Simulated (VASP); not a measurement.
# Fe (Im-3m) in VASP: a series of runs

Runs on Fe. Level: PBE. Tasks: single point.

Everything below comes from runs of VASP 6.6.1. Logs are shortened: lines on timing, memory, paths and dates and some standing lists are left out, and cuts for length are marked.

## (1) The cell of the first run

The structure is cubic, space group Im-3m (No. 229). The conventional cell has a = 2.722 Å, b = 2.722 Å, c = 2.722 Å, α = 90.00°, β = 90.00°, γ = 90.00°. Within 3.1 Å of Fe (site symmetry m-3m) lie 14 Fe at 2.36 to 2.72 Å.

## (2) Single point, PBE

INCAR

```
SYSTEM = Fe
ALGO = Normal ; EDIFF = 1E-6
ENCUT = 600 ; GGA = PE
GGA_COMPAT = .False. ; ISIF = 2
ISMEAR = -1 ; LASPH = .True.
LCHARG = .False. ; LREAL = .False.
LWAVE = .False. ; NBANDS = 10
NELM = 120 ; PREC = Accurate
SIGMA = 0.06122561905347299
```

KPOINTS

```
k-points
0
Gamma
  19 19 19
  0 0 0
```

POSCAR

```
Fe
1.0
   -1.3610959496      1.3610959496      1.3610959496
    1.3610959496     -1.3610959496      1.3610959496
    1.3610959496      1.3610959496     -1.3610959496
Fe
1
Direct
    0.0000000000      0.0000000000      0.0000000000
```

Potentials or basis: VASP PAW PBE potentials, release 64 (Fe).

The run is started by

```
$ cat potpaw_PBE.64/Fe/POTCAR > POTCAR
$ mpirun -np 1 vasp_std > vasp.out
```

OUTCAR:

```text
SYSTEM = Fe
   EDIFF = 1E-6
   ENCUT = 600
   GGA = PE
   ISIF = 2
   ISMEAR = -1
   LASPH = .True.
   LREAL = .False.
   NELM = 120
   PREC = Accurate

 ion  position               nearest neighbor table
   1  0.000  0.000  0.000-

  LATTYP: Found a body centered cubic cell.
 ALAT       =     2.7221918992

  Lattice vectors:

 A1 = (  -1.3610959496,   1.3610959496,   1.3610959496)
 A2 = (   1.3610959496,  -1.3610959496,   1.3610959496)
 A3 = (   1.3610959496,   1.3610959496,  -1.3610959496)

Analysis of symmetry for initial positions (statically):
=====================================================================
 Subroutine PRICEL returns:
 Original cell was already a primitive cell.

 Routine SETGRP: Setting up the symmetry group for a
 body centered cubic supercell.

 Subroutine GETGRP returns: Found 48 space group operations
 (whereof 48 operations were pure point group operations)
 out of a pool of 48 trial point group operations.

The static configuration has the point symmetry O_h .

Analysis of symmetry for dynamics (positions and initial velocities):
=====================================================================
 Subroutine PRICEL returns:
 Original cell was already a primitive cell.

 Routine SETGRP: Setting up the symmetry group for a
 body centered cubic supercell.

 Subroutine GETGRP returns: Found 48 space group operations
 (whereof 48 operations were pure point group operations)
 out of a pool of 48 trial point group operations.

The dynamic configuration has the point symmetry O_h .

 Subroutine INISYM returns: Found 48 space group operations
 (whereof 48 operations are pure point group operations),
 and found     1 'primitive' translations

----------------------------------------------------------------------------------------

                                     Primitive cell

  volume of cell :      10.0862

  direct lattice vectors                    reciprocal lattice vectors
    -1.361095950  1.361095950  1.361095950     0.000000000  0.367351031  0.367351031
     1.361095950 -1.361095950  1.361095950     0.367351031  0.000000000  0.367351031
     1.361095950  1.361095950 -1.361095950     0.367351031  0.367351031  0.000000000

  length of vectors
     2.357487339  2.357487339  2.357487339     0.519512810  0.519512810  0.519512810

  position of ions in fractional coordinates (direct lattice)
     0.000000000  0.000000000  0.000000000

  ion indices of the primitive-cell ions
   primitive index   ion index
                 1           1

----------------------------------------------------------------------------------------

 KPOINTS: k-points

Automatic generation of k-mesh.
 Grid dimensions read from file:
 generate k-points for:   19   19   19

 Generating k-lattice:

  Cartesian coordinates                     Fractional coordinates (reciprocal lattice)
     0.000000000  0.019334265  0.019334265     0.052631579  0.000000000  0.000000000
     0.019334265  0.000000000  0.019334265     0.000000000  0.052631579  0.000000000
     0.019334265  0.019334265  0.000000000     0.000000000  0.000000000  0.052631579

  Length of vectors
     0.027342779  0.027342779  0.027342779

  Shift w.r.t. Gamma in fractional coordinates (k-lattice)
     0.000000000  0.000000000  0.000000000

 Subroutine IBZKPT returns following result:
 ===========================================

 Found    220 irreducible k-points:

 Following reciprocal coordinates:
            Coordinates               Weight
  0.000000  0.000000  0.000000      1.000000
  0.052632  0.000000  0.000000     12.000000
  0.105263  0.000000  0.000000     12.000000
  0.157895  0.000000  0.000000     12.000000
  0.210526  0.000000  0.000000     12.000000
  0.263158  0.000000  0.000000     12.000000
[... 16 lines left out ...]
  0.263158  0.105263 -0.000000     48.000000
  0.315789  0.105263  0.000000     48.000000
 [... further k-points ...]
   k-points           NKPTS =    220   k-points in BZ     NKDIM =    220   number of bands    NBANDS=     10
   number of dos      NEDOS =    301   number of ions     NIONS =      1
   total plane-waves  NPLWV =   8000
   dimension x,y,z NGX =    20 NGY =   20 NGZ =   20
   dimension x,y,z NGXF=    40 NGYF=   40 NGZF=   40
   ions per type =               1
   NGX,Y,Z   is equivalent  to a cutoff of  14.10, 14.10, 14.10 a.u.
   NGXF,Y,Z  is equivalent  to a cutoff of  28.21, 28.21, 28.21 a.u.
 SYSTEM =  Fe
   PREC   = accura    normal or accurate (medium, high low for compatibility)
   ISTART =      0    job   : 0-new  1-cont  2-samecut
   ICHARG =      2    charge: 1-file 2-atom 10-const
   ISPIN  =      1    spin polarized calculation?
   LNONCOLLINEAR =      F non collinear calculations
   LSORBIT =      F    spin-orbit coupling
   LASPH  =      T    aspherical Exc in radial PAW
   ENCUT  =  600.0 eV  44.10 Ry    6.64 a.u.   4.71  4.71  4.71*2*pi/ulx,y,z
   NELM   =    120;   NELMIN=  2; NELMDL= -5     # of ELM steps
   EDIFF  = 0.1E-05   stopping-criterion for ELM
   LREAL  =      F    real-space projection
   EDIFFG = 0.1E-04   stopping-criterion for IOM
   NSW    =      0    number of steps for IOM
   IBRION =     -1    ionic relax: 0-MD 1-quasi-New 2-CG
   NFREE  =      0    steps in history (QN), initial steepest desc. (CG)
   ISIF   =      2    stress and relaxation
   ISYM   =      2    0-nonsym 1-usesym 2-fastsym
   POTIM  = 0.5000    time-step for ionic-motion
   TEBEG  =    0.0;   TEEND  =   0.0 temperature during run
   PSTRESS=    0.0 pullay stress
   NELECT =       8.0000    total number of electrons
   NUPDOWN=      -1.0000    fix difference up-down
   EMIN   =  10.00;   EMAX   =-10.00  energy-range for DOS
   EFERMI =   0.00;   METHOD = LEGACY
   ISMEAR =    -1;   SIGMA  =   0.06  broadening in eV -4-tet -1-fermi 0-gaus
   EFERMI_NEDOS =   21; number of points for ismear=-14 and -15
   IALGO  =     38    algorithm
   IMIX   =      4    mixing-type and parameters
     AMIX     =   0.40;   BMIX     =  1.00
     AMIX_MAG =   1.60;   BMIX_MAG =  1.00
  volume/ion in A,a.u.               =      10.09        68.06
  Fermi-wavevector in a.u.,A,eV,Ry     =   1.515407  2.863705 31.245232  2.296460
  Thomas-Fermi vector in A             =   2.624935
   LORBIT       =      0    0 simple, 1 ext, 2 COOP (PROOUT), +10 PAW based schemes
   GGA     = PE    functional components
   LHFCALC =     F    Hartree Fock is set to
   AEXX    =    0.0000 exact exchange contribution
   IVDW    =     0    specifies the selected vdW correction
   LEPSILON=     F    determine dielectric tensor
   LRPA    =     F    only Hartree local field effects (RPA)
 non-spin polarized calculation
  energy-cutoff  :      600.00
  volume of cell :       10.09
 maximum number of plane-waves:       370
   NGX =  9   NGY =  9   NGZ =  9

 number of electron       8.0000000 magnetization

 Free energy of the ion-electron system (eV)
  ---------------------------------------------------
  ext. energy  EPLUGINS =         0.00000000
  ---------------------------------------------------
  free energy    TOTEN  =        -7.77071151 eV

  energy without entropy =       -7.73209148  energy(sigma->0) =       -7.75140150

 E-fermi :   7.1872     XC(G=0): -13.8466

 val. band max:        7.1863834882   @ k =   0.3684   0.2632   0.0000
 cond. band min:       7.1933128607   @ k =   0.2105   0.0000   0.0000
 fundamental gap:      0.0069293724
 Fermi energy:         7.1871926697

 k-point     1 :       0.0000    0.0000    0.0000
  band No.  band energies     occupation
      1      -1.9456      2.00000
      2       5.2895      2.00000
      3       5.2895      2.00000
      4       5.2895      2.00000
      5       7.1289      1.44338
      6       7.1289      1.44337
      7      33.2377      0.00000
      8      33.2377      0.00000
      9      33.2377      0.00000
     10      39.3063      0.00000

 k-point     2 :       0.0526    0.0000    0.0000
  band No.  band energies     occupation
      1      -1.8188      2.00000
      2       5.2488      2.00000
      3       5.2849      2.00000
      4       5.3651      2.00000
      5       7.0852      1.68197
      6       7.1321      1.42200
      7      32.5571      0.00000
      8      33.1033      0.00000
      9      33.2092      0.00000
     10      38.9242      0.00000

 k-point     3 :       0.1053    0.0000    0.0000
  band No.  band energies     occupation
      1      -1.4460      2.00000
      2       5.1322      2.00000
      3       5.2612      2.00000
      4       5.5870      2.00000
      5       6.9785      1.93599
      6       7.1426      1.34889
      7      30.9126      0.00000
      8      32.6108      0.00000
      9      33.1341      0.00000
     10      38.4963      0.00000

 k-point     4 :       0.1579    0.0000    0.0000
  band No.  band energies     occupation
      1      -0.8522      2.00000
      2       4.9554      2.00000
      3       5.1980      2.00000
      4       5.9405      2.00000
      5       6.8709      1.98865
      6       7.1625      1.19923
      7      28.7770      0.00000
      8      31.7017      0.00000
      9      33.0350      0.00000
     10      37.1190      0.00000

 k-point     5 :       0.2105    0.0000    0.0000
  band No.  band energies     occupation
      1      -0.0898      2.00000
      2       4.7409      2.00000
      3       5.1029      2.00000
      4       6.4002      1.99999
      5       6.8250      1.99463
      6       7.1933      0.95006
      7      26.3998      0.00000
      8      30.5505      0.00000
      9      32.9333      0.00000
     10      35.2967      0.00000

 k-point     6 :       0.2632    0.0000    0.0000
  band No.  band energies     occupation
      1       0.7383      2.00000
      2       4.5141      2.00000
      3       5.0692      2.00000
      4       6.8574      1.99088
      5       6.9288      1.97103
      6       7.2348      0.62946
      7      23.9435      0.00000
      8      29.3771      0.00000
      9      32.8424      0.00000
     10      33.6208      0.00000

 k-point     7 :       0.3158    0.0000    0.0000
  band No.  band energies     occupation
      1       1.4494      2.00000
      2       4.2996      2.00000
      3       5.2882      2.00000
      4       6.9429      1.96367
      5       7.2836      0.34327
      6       7.4764      0.01760
      7      21.5365      0.00000
      8      28.3233      0.00000
      9      32.1482      0.00000
     10      32.7687      0.00000

 k-point     8 :       0.3684    0.0000    0.0000
  band No.  band energies     occupation
      1       1.8619      2.00000
      2       4.1189      2.00000
      3       5.9134      2.00000
      4       7.0484      1.81214
      5       7.3326      0.17017
      6       7.9810      0.00000
      7      19.3090      0.00000
      8      27.4728      0.00000
      9      30.9460      0.00000
     10      32.7138      0.00000

 k-point     9 :       0.4211    0.0000    0.0000
  band No.  band energies     occupation
      1       2.0043      2.00000
      2       3.9889      2.00000
      3       6.7603      1.99813
      4       7.1792      1.06554
      5       7.3729      0.09194
      6       8.3732      0.00000
      7      17.4505      0.00000
      8      26.8782      0.00000
      9      30.0870      0.00000
     10      32.6778      0.00000
[... 118 lines left out ...]
 k-point    19 :       0.4737    0.0526    0.0000
  band No.  band energies     occupation
      1       2.0989      2.00000
      2       3.9252      2.00000
      3       6.9057      1.98004
      4       7.1019      1.60204
      5       7.7856      0.00011
      6       9.0821      0.00000
      7      16.1477      0.00000
      8      26.1484      0.00000
      9      29.0101      0.00000
     10      33.2008      0.00000

 k-point    20 :       0.1053    0.1053    0.0000
  band No.  band energies     occupation
      1      -0.5078      2.00000
      2       4.9395      2.00000
      3       5.0234      2.00000
      4       6.2046      2.00000
      5       6.7753      1.99761
      6       7.2223      0.72058
      7      28.4118      0.00000
      8      29.7856      0.00000
      9      33.8694      0.00000
     10      35.1240      0.00000

 k-point    21 :       0.1579    0.1053    0.0000
  band No.  band energies     occupation
      1       0.2353      2.00000
      2       4.7483      2.00000
      3       4.8800      2.00000
      4       6.6899      1.99941
      5       6.7248      1.99895
      6       7.2884      0.32145
      7      26.4388      0.00000
      8      28.3878      0.00000
      9      33.3408      0.00000
     10      34.1054      0.00000

 k-point    22 :       0.2105    0.1053    0.0000
  band No.  band energies     occupation
      1       1.0482      2.00000
      2       4.5215      2.00000
      3       4.7995      2.00000
      4       6.7379      1.99870
      5       7.2366      0.61689
      6       7.4020      0.05812
      7      24.1006      0.00000
      8      27.2943      0.00000
      9      31.8768      0.00000
     10      34.1073      0.00000

 k-point    23 :       0.2632    0.1053   -0.0000
  band No.  band energies     occupation
      1       1.7528      2.00000
      2       4.3112      2.00000
      3       4.9065      2.00000
      4       6.8311      1.99406
      5       7.3909      0.06932
      6       7.9600      0.00001
      7      21.7155      0.00000
      8      26.3865      0.00000
      9      30.6129      0.00000
     10      34.0717      0.00000

 k-point    24 :       0.3158    0.1053    0.0000
  band No.  band energies     occupation
      1       2.1550      2.00000
      2       4.1427      2.00000
      3       5.3151      2.00000
      4       6.9545      1.95628
      5       7.4781      0.01714
      6       8.6431      0.00000
      7      19.4687      0.00000
      8      25.6603      0.00000
      9      29.5963      0.00000
     10      34.0279      0.00000

 [... further k-points ...]
[... 5 lines left out ...]
  --------------------------------------------------------------------------------------
  -------------------------------------------------------------------------------------
  Total        0.7028093      0.7028093      0.7028093      0.0000000      0.0000000      0.0000000
  in kB      111.6405203    111.6405203    111.6405203      0.0000000      0.0000000      0.0000000
  external PRESSURE =     111.6405203 kB  Pullay stress =       0.0000000 kB

 VOLUME and BASIS-vectors are now :
 -----------------------------------------------------------------------------
  energy-cutoff  :      600.00
  volume of cell :       10.09
      direct lattice vectors                 reciprocal lattice vectors
    -1.361095950  1.361095950  1.361095950     0.000000000  0.367351031  0.367351031
     1.361095950 -1.361095950  1.361095950     0.367351031  0.000000000  0.367351031
     1.361095950  1.361095950 -1.361095950     0.367351031  0.367351031  0.000000000

 POSITION                                       TOTAL-FORCE (eV/Angst)
 -----------------------------------------------------------------------------------
      0.00000      0.00000      0.00000        -0.000000      0.000000     -0.000000
 -----------------------------------------------------------------------------------
    total drift:                                0.000000     -0.000000      0.000000

  FREE ENERGIE OF THE ION-ELECTRON SYSTEM (eV)
  ---------------------------------------------------
  free  energy   TOTEN  =        -7.7707115137 eV

  energy  without entropy=       -7.7320914849  energy(sigma->0) =       -7.75140150
```

Wall time 24 s (1 thread of AMD EPYC 7R43 (Zen 3), shared host); peak memory 0.11 GiB.

What came out:

```yaml
Free_energy: -7.7707 eV
Pressure: 11.2 GPa
Band_gap_on_the_k_mesh: zero (bands 4 and 5 overlap by 2.25 eV)
```

Levels at points of the mesh, in eV from the Fermi level:
```
           k point  band 2  band 3  band 4  band 5  band 6  band 7
(0.00, 0.00, 0.00)   -1.90   -1.90   -1.90   -0.06   -0.06   26.05
```

Caveat: the cell stands under pressure; the run has no spin polarisation, though such a crystal can be magnetic. Spin polarisation is off, so any magnetic state and its effect on volume and gap are missing.

## (3) Single point, PBE

This run uses another cell than the first one, of 10.93 Å³/atom.

INCAR

```
SYSTEM = Fe
PREC = Accurate
ENCUT = 600
EDIFF = 1E-6
ISMEAR = -1
SIGMA = 0.06122561905347299
LREAL = .False.
LASPH = .True.
NELM = 120
ALGO = Normal
ISIF = 2
LWAVE = .False.
LCHARG = .False.
GGA = PE
NBANDS = 10
GGA_COMPAT = .False.
```

KPOINTS

```
Automatic mesh
0
Gamma
  19 19 19
  0 0 0
```

POSCAR

```
Fe
1.0
   -1.3979000176      1.3979000176      1.3979000176
    1.3979000176     -1.3979000176      1.3979000176
    1.3979000176      1.3979000176     -1.3979000176
Fe
1
Direct
    0.0000000000      0.0000000000      0.0000000000
```

Potentials or basis: VASP PAW PBE potentials, release 64 (Fe).

The run is started by

```
$ cat potpaw_PBE.64/Fe/POTCAR > POTCAR
$ mpirun -np 1 vasp_std > vasp.out
```

It took 23 s on 1 thread of AMD EPYC 7R43 (Zen 3), shared host; peak memory 0.11 GiB.

It converged, with:

```yaml
Free_energy: -7.7695 eV
Pressure: -10.1 GPa
Band_gap_on_the_k_mesh: zero (bands 4 and 5 overlap by 1.98 eV)
```

Levels at points of the mesh, in eV from the Fermi level:
| k point | band 1 | band 2 | band 3 | band 4 | band 5 | band 6 | band 7 | band 8 | band 9 |
| --- | --- | --- | --- | --- | --- | --- | --- | --- | --- |
| (0.00, 0.00, 0.00) | -8.65 | -1.69 | -1.69 | -1.69 | -0.04 | -0.04 | 25.25 | 25.25 | 25.25 |

Caveat: the cell stands under tension; the run has no spin polarisation, though such a crystal can be magnetic.
